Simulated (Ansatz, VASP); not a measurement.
## One calculation of HgTe, two programs

```
Hg Te
1.0
     0.00000    3.32173    3.32173
     3.32173    0.00000    3.32173
     3.32173    3.32173    0.00000
Hg Te
1 1
Direct
  0.00000 0.00000 0.00000
  0.25000 0.25000 0.25000
```

Alike in both runs: task single point; functional r2SCAN; k mesh 6 × 6 × 6; occupations fermi-dirac, width 0.02 eV; no spin polarisation.

```csv
,VASP,Ansatz
version,VASP 6.6.1,Ansatz 0.2.0
potentials or method,"VASP PAW PBE potentials, release 64 (Hg, Te)","plane waves, PAW"
plane-wave cutoff (eV),520,500
valence electrons in the cell,18,36
```

```tsv
	VASP	Ansatz	Ansatz less VASP
pressure (GPa)	-1.1	-1.1	-0.05
```

VASP's potentials were made for PBE, not for r2SCAN. VASP's potentials hold 18 valence electrons a cell and Ansatz's 36, so a difference there can come from the potentials and not from the codes.

Neither program's run includes spin-orbit coupling.
